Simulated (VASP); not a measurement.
# Ce4O7 (P1) in VASP: single point with PBE

Aim: the single point of Ce4O7 with PBE.

Everything below comes from runs of VASP 6.6.1. Logs are shortened: lines on timing, memory, paths and dates and some standing lists are left out, and cuts for length are marked.

**1. The cell of the first run**

The typed cell holds 11 atoms: a = 5.450 Å, b = 5.450 Å, c = 5.450 Å, α = 90.00°, β = 90.00°, γ = 90.00°.

**2. Single point, PBE**

The input, INCAR:

```
SYSTEM = Ce4O7
  PREC = Accurate
  ENCUT = 600
  EDIFF = 1E-6
  ISMEAR = 0
  SIGMA = 0.05
  LREAL = .False.
  LASPH = .True.
  NELM = 200
  ALGO = Normal
  ISIF = 2
  LWAVE = .False.
  LCHARG = .False.
  GGA = PE
  NBANDS = 56
  GGA_COMPAT = .False.
  LMAXMIX = 6
```

The input, KPOINTS:

```
regular mesh
0
Gamma
  2 2 2
  0 0 0
```

The input, POSCAR:

```
Ce4O7
1.0
    5.4500000000      0.0000000000      0.0000000000
    0.0000000000      5.4500000000      0.0000000000
    0.0000000000      0.0000000000      5.4500000000
Ce O
4 7
Direct
    0.9992320000      0.0015340000      0.9993220000
    0.9990550000      0.4972100000      0.4993600000
    0.5033360000      0.0012720000      0.5031110000
    0.5007470000      0.5011840000      0.0005560000
    0.2450020000      0.2525660000      0.7515190000
    0.2514960000      0.7449260000      0.2447680000
    0.2473310000      0.7485950000      0.7509160000
    0.7498620000      0.2515630000      0.2480730000
    0.7509260000      0.2511820000      0.7480170000
    0.7551530000      0.7516700000      0.2535910000
    0.7481390000      0.7477810000      0.7489680000
```

Potentials or basis: VASP PAW PBE potentials, release 64 (Ce, O).

Command:

```bash
$ cat potpaw_PBE.64/Ce/POTCAR potpaw_PBE.64/O/POTCAR > POTCAR
$ mpirun -np 1 vasp_std > vasp.out
```

OUTCAR:

```text
SYSTEM = Ce4O7
   PREC = Accurate
   ENCUT = 600
   EDIFF = 1E-6
   ISMEAR = 0
   LREAL = .False.
   LASPH = .True.
   NELM = 200
   ISIF = 2
   GGA = PE

 ion  position               nearest neighbor table
   1  0.999  0.002  0.999-   5 2.34   8 2.35  10 2.35   9 2.36   7 2.36   6 2.37  11 2.38
   2  0.999  0.497  0.499-   5 2.34   9 2.34  10 2.34   8 2.35  11 2.36   7 2.36   6 2.38
   3  0.503  0.001  0.503-   9 2.34  11 2.34  10 2.36   8 2.37   7 2.38   5 2.39   6 2.41
   4  0.501  0.501  0.001-   6 2.32  11 2.35   8 2.35   7 2.36   9 2.37   5 2.37  10 2.38
   5  0.245  0.253  0.752-   2 2.34   1 2.34   4 2.37   3 2.39
   6  0.251  0.745  0.245-   4 2.32   1 2.37   2 2.38   3 2.41
   7  0.247  0.749  0.751-   1 2.36   4 2.36   2 2.36   3 2.38
   8  0.750  0.252  0.248-   2 2.35   4 2.35   1 2.35   3 2.37
   9  0.751  0.251  0.748-   3 2.34   2 2.34   1 2.36   4 2.37
  10  0.755  0.752  0.254-   2 2.34   1 2.35   3 2.36   4 2.38
  11  0.748  0.748  0.749-   3 2.34   4 2.35   2 2.36   1 2.38

  LATTYP: Found a simple cubic cell.
 ALAT       =     5.4500000000

  Lattice vectors:

 A1 = (   5.4500000000,   0.0000000000,   0.0000000000)
 A2 = (   0.0000000000,   5.4500000000,   0.0000000000)
 A3 = (   0.0000000000,   0.0000000000,   5.4500000000)

Analysis of symmetry for initial positions (statically):
=====================================================================
 Subroutine PRICEL returns:
 Original cell was already a primitive cell.

 Routine SETGRP: Setting up the symmetry group for a
 simple cubic supercell.

 Subroutine GETGRP returns: Found  1 space group operations
 (whereof  1 operations were pure point group operations)
 out of a pool of 48 trial point group operations.

The static configuration has the point symmetry C_1 .

Analysis of symmetry for dynamics (positions and initial velocities):
=====================================================================
 Subroutine PRICEL returns:
 Original cell was already a primitive cell.

 Routine SETGRP: Setting up the symmetry group for a
 simple cubic supercell.

 Subroutine GETGRP returns: Found  1 space group operations
 (whereof  1 operations were pure point group operations)
 out of a pool of 48 trial point group operations.

The dynamic configuration has the point symmetry C_1 .

 Subroutine INISYM returns: Found  1 space group operations
 (whereof  1 operations are pure point group operations),
 and found     1 'primitive' translations

----------------------------------------------------------------------------------------

                                     Primitive cell

  volume of cell :     161.8786

  direct lattice vectors                    reciprocal lattice vectors
     5.450000000  0.000000000  0.000000000     0.183486239  0.000000000  0.000000000
     0.000000000  5.450000000  0.000000000     0.000000000  0.183486239  0.000000000
     0.000000000  0.000000000  5.450000000     0.000000000  0.000000000  0.183486239

  length of vectors
     5.450000000  5.450000000  5.450000000     0.183486239  0.183486239  0.183486239

  position of ions in fractional coordinates (direct lattice)
     0.999232000  0.001534000  0.999322000
     0.999055000  0.497210000  0.499360000
     0.503336000  0.001272000  0.503111000
     0.500747000  0.501184000  0.000556000
     0.245002000  0.252566000  0.751519000
     0.251496000  0.744926000  0.244768000
     0.247331000  0.748595000  0.750916000
     0.749862000  0.251563000  0.248073000
     0.750926000  0.251182000  0.748017000
     0.755153000  0.751670000  0.253591000
     0.748139000  0.747781000  0.748968000

  ion indices of the primitive-cell ions
   primitive index   ion index
                 1           1
                 2           2
                 3           3
                 4           4
                 5           5
                 6           6
                 7           7
                 8           8
                 9           9
                10          10
                11          11

----------------------------------------------------------------------------------------

 KPOINTS: regular mesh

Automatic generation of k-mesh.
 Grid dimensions read from file:
 generate k-points for:    2    2    2

 Generating k-lattice:

  Cartesian coordinates                     Fractional coordinates (reciprocal lattice)
     0.091743119  0.000000000  0.000000000     0.500000000  0.000000000  0.000000000
     0.000000000  0.091743119  0.000000000     0.000000000  0.500000000  0.000000000
     0.000000000  0.000000000  0.091743119     0.000000000  0.000000000  0.500000000

  Length of vectors
     0.091743119  0.091743119  0.091743119

  Shift w.r.t. Gamma in fractional coordinates (k-lattice)
     0.000000000  0.000000000  0.000000000

 Subroutine IBZKPT returns following result:
 ===========================================

 Found      8 irreducible k-points:

 Following reciprocal coordinates:
            Coordinates               Weight
  0.000000  0.000000  0.000000      1.000000
  0.500000  0.000000  0.000000      1.000000
  0.000000  0.500000  0.000000      1.000000
  0.000000  0.000000  0.500000      1.000000
  0.500000  0.500000  0.000000      1.000000
  0.000000  0.500000  0.500000      1.000000
  0.500000  0.000000  0.500000      1.000000
  0.500000  0.500000  0.500000      1.000000
   k-points           NKPTS =      8   k-points in BZ     NKDIM =      8   number of bands    NBANDS=     56
   number of dos      NEDOS =    301   number of ions     NIONS =     11
   total plane-waves  NPLWV = 110592
   dimension x,y,z NGX =    48 NGY =   48 NGZ =   48
   dimension x,y,z NGXF=    96 NGYF=   96 NGZF=   96
   ions per type =               4   7
   NGX,Y,Z   is equivalent  to a cutoff of  14.64, 14.64, 14.64 a.u.
   NGXF,Y,Z  is equivalent  to a cutoff of  29.28, 29.28, 29.28 a.u.
 SYSTEM =  Ce4O7
   PREC   = accura    normal or accurate (medium, high low for compatibility)
   ISTART =      0    job   : 0-new  1-cont  2-samecut
   ICHARG =      2    charge: 1-file 2-atom 10-const
   ISPIN  =      1    spin polarized calculation?
   LNONCOLLINEAR =      F non collinear calculations
   LSORBIT =      F    spin-orbit coupling
   LASPH  =      T    aspherical Exc in radial PAW
   ENCUT  =  600.0 eV  44.10 Ry    6.64 a.u.  10.89 10.89 10.89*2*pi/ulx,y,z
   NELM   =    200;   NELMIN=  2; NELMDL= -5     # of ELM steps
   EDIFF  = 0.1E-05   stopping-criterion for ELM
   LREAL  =      F    real-space projection
   EDIFFG = 0.1E-04   stopping-criterion for IOM
   NSW    =      0    number of steps for IOM
   IBRION =     -1    ionic relax: 0-MD 1-quasi-New 2-CG
   NFREE  =      0    steps in history (QN), initial steepest desc. (CG)
   ISIF   =      2    stress and relaxation
   ISYM   =      2    0-nonsym 1-usesym 2-fastsym
   POTIM  = 0.5000    time-step for ionic-motion
   TEBEG  =    0.0;   TEEND  =   0.0 temperature during run
   PSTRESS=    0.0 pullay stress
   NELECT =      90.0000    total number of electrons
   NUPDOWN=      -1.0000    fix difference up-down
   EMIN   =  10.00;   EMAX   =-10.00  energy-range for DOS
   EFERMI =   0.00;   METHOD = LEGACY
   ISMEAR =     0;   SIGMA  =   0.05  broadening in eV -4-tet -1-fermi 0-gaus
   EFERMI_NEDOS =   21; number of points for ismear=-14 and -15
   IALGO  =     38    algorithm
   IMIX   =      4    mixing-type and parameters
     AMIX     =   0.40;   BMIX     =  1.00
     AMIX_MAG =   1.60;   BMIX_MAG =  1.00
  volume/ion in A,a.u.               =      14.72        99.31
  Fermi-wavevector in a.u.,A,eV,Ry     =   1.346147  2.543849 24.655278  1.812112
  Thomas-Fermi vector in A             =   2.474003
   LORBIT       =      0    0 simple, 1 ext, 2 COOP (PROOUT), +10 PAW based schemes
   GGA     = PE    functional components
   LHFCALC =     F    Hartree Fock is set to
   AEXX    =    0.0000 exact exchange contribution
   IVDW    =     0    specifies the selected vdW correction
   LEPSILON=     F    determine dielectric tensor
   LRPA    =     F    only Hartree local field effects (RPA)
 non-spin polarized calculation
 Gauss-broadening in eV      SIGMA  =   0.05
  energy-cutoff  :      600.00
  volume of cell :      161.88
 maximum number of plane-waves:      5449
 NGX is ok and might be reduce to    48
   NGX = 21   NGY = 21   NGZ = 21

 number of electron      89.9999994 magnetization

 Free energy of the ion-electron system (eV)
  ---------------------------------------------------
  ext. energy  EPLUGINS =         0.00000000
  ---------------------------------------------------
  free energy    TOTEN  =       -95.36910937 eV

  energy without entropy =      -95.35652952  energy(sigma->0) =      -95.36281945

 E-fermi :   7.3146     XC(G=0): -10.9278

 val. band max:        7.2988408993   @ k =   0.5000   0.5000   0.5000
 cond. band min:       7.3542863365   @ k =   0.5000   0.5000   0.5000
 fundamental gap:      0.0554454372
 Fermi energy:         7.3145838177

 k-point     1 :       0.0000    0.0000    0.0000
  band No.  band energies     occupation
      1     -27.2934      2.00000
      2     -27.0614      2.00000
      3     -27.0392      2.00000
      4     -27.0274      2.00000
      5     -13.6665      2.00000
      6     -13.6627      2.00000
[... 48 lines left out ...]
     55       7.6951      0.00000
     56       7.7001      0.00000

 k-point     2 :       0.5000    0.0000    0.0000
  band No.  band energies     occupation
      1     -27.1856      2.00000
      2     -27.1573      2.00000
      3     -27.0487      2.00000
      4     -27.0333      2.00000
      5     -12.9530      2.00000
      6     -12.9281      2.00000
[... 48 lines left out ...]
     55       7.6181      0.00000
     56       7.6359      0.00000
[... 293 lines left out ...]
     55       7.6255      0.00000
     56       7.6383      0.00000

 k-point     8 :       0.5000    0.5000    0.5000
  band No.  band energies     occupation
      1     -27.1326      2.00000
      2     -27.1093      2.00000
      3     -27.0964      2.00000
      4     -27.0838      2.00000
      5     -13.3676      2.00000
      6     -13.3241      2.00000
[... 48 lines left out ...]
     55       7.5699      0.00000
     56       7.6335      0.00000

------------------------ aborting loop because EDIFF is reached ----------------------------------------

  FORCE on cell =-STRESS in cart. coord.  units (eV):
  Direction    XX          YY          ZZ          XY          YZ          ZX
  --------------------------------------------------------------------------------------
  -------------------------------------------------------------------------------------
  Total        2.4937269      2.2080007      2.4281517     -0.0750269     -0.1029114     -0.0476609
  in kB       24.6814100     21.8534637     24.0323856     -0.7425715     -1.0185550     -0.4717188
  external PRESSURE =      23.5224198 kB  Pullay stress =       0.0000000 kB

 VOLUME and BASIS-vectors are now :
 -----------------------------------------------------------------------------
  energy-cutoff  :      600.00
  volume of cell :      161.88
      direct lattice vectors                 reciprocal lattice vectors
     5.450000000  0.000000000  0.000000000     0.183486239  0.000000000  0.000000000
     0.000000000  5.450000000  0.000000000     0.000000000  0.183486239  0.000000000
     0.000000000  0.000000000  5.450000000     0.000000000  0.000000000  0.183486239

 POSITION                                       TOTAL-FORCE (eV/Angst)
 -----------------------------------------------------------------------------------
      5.44581      0.00836      5.44630        -0.851650     -1.302375     -0.969973
      5.44485      2.70979      2.72151        -0.849234      1.336891      1.004295
      2.74318      0.00693      2.74195         0.750083     -1.273979      0.841210
      2.72907      2.73145      0.00303         0.864896      1.138451     -1.056912
      1.33526      1.37648      4.09578         0.295399     -0.175349     -0.001670
      1.37065      4.05985      1.33399         0.090164      0.122298      0.258838
      1.34795      4.07984      4.09249         0.094694      0.176875     -0.160456
      4.08675      1.37102      1.35200        -0.046507     -0.068286      0.047120
      4.09255      1.36894      4.07669        -0.157705     -0.151256      0.023498
      4.11558      4.09660      1.38207        -0.170727      0.040363     -0.114405
      4.07736      4.07541      4.08188        -0.019412      0.156367      0.128455
 -----------------------------------------------------------------------------------
    total drift:                               -0.001692      0.001035     -0.000723

  FREE ENERGIE OF THE ION-ELECTRON SYSTEM (eV)
  ---------------------------------------------------
  free  energy   TOTEN  =       -95.3691093727 eV

  energy  without entropy=      -95.3565295207  energy(sigma->0) =      -95.36281945
```

It took 2.9 min on 1 thread of Intel Xeon 6975P-C (Granite Rapids), shared host; peak memory 0.35 GiB.

What came out:

* Free energy: -95.3691 eV
* Pressure: 2.4 GPa
* Largest force: 1.875 eV/Å
* Band gap on the k mesh: 0.06 eV

Forces on the atoms (eV/Å):
```
Ce  -0.852 -1.302 -0.970
Ce  -0.849  1.337  1.004
Ce   0.750 -1.274  0.841
Ce   0.865  1.138 -1.057
O    0.295 -0.175 -0.002
O    0.090  0.122  0.259
O    0.095  0.177 -0.160
O   -0.047 -0.068  0.047
O   -0.158 -0.151  0.023
O   -0.171  0.040 -0.114
O   -0.019  0.156  0.128
```

Levels at points of the mesh, in eV from the valence-band top:
| k point | band 41 | band 42 | band 43 | band 44 | band 45 | band 46 | band 47 | band 48 | band 49 | band 50 |
| --- | --- | --- | --- | --- | --- | --- | --- | --- | --- | --- |
| (0.00, 0.00, 0.00) | -2.82 | -2.81 | -2.80 | -2.76 | -0.30 | 0.07 | 0.16 | 0.16 | 0.20 | 0.20 |
| (0.50, 0.00, 0.00) | -2.67 | -2.62 | -2.53 | -2.51 | -0.10 | 0.10 | 0.11 | 0.17 | 0.23 | 0.24 |
| (0.00, 0.50, 0.00) | -2.78 | -2.75 | -2.47 | -2.46 | -0.10 | 0.10 | 0.11 | 0.17 | 0.23 | 0.24 |
| (0.00, 0.00, 0.50) | -2.72 | -2.65 | -2.51 | -2.49 | -0.10 | 0.10 | 0.11 | 0.17 | 0.23 | 0.24 |
| (0.50, 0.50, 0.00) | -2.95 | -2.56 | -2.45 | -2.23 | -0.05 | 0.11 | 0.12 | 0.19 | 0.23 | 0.23 |
| (0.00, 0.50, 0.50) | -2.96 | -2.55 | -2.47 | -2.21 | -0.05 | 0.11 | 0.12 | 0.19 | 0.23 | 0.24 |
| (0.50, 0.00, 0.50) | -2.93 | -2.52 | -2.49 | -2.26 | -0.05 | 0.11 | 0.13 | 0.19 | 0.23 | 0.24 |
| (0.50, 0.50, 0.50) | -3.07 | -3.03 | -3.02 | -2.98 | 0.00 | 0.06 | 0.06 | 0.07 | 0.22 | 0.23 |

Caveat: the k points lie up to 0.58 Å⁻¹ apart; spin-orbit coupling is left out, which moves the levels of the heavy elements; semilocal functionals describe open f shells poorly, which spoils levels, moments and volumes; forces of over 1 eV/Å act on the atoms, so gaps and moduli don't describe the material at rest.
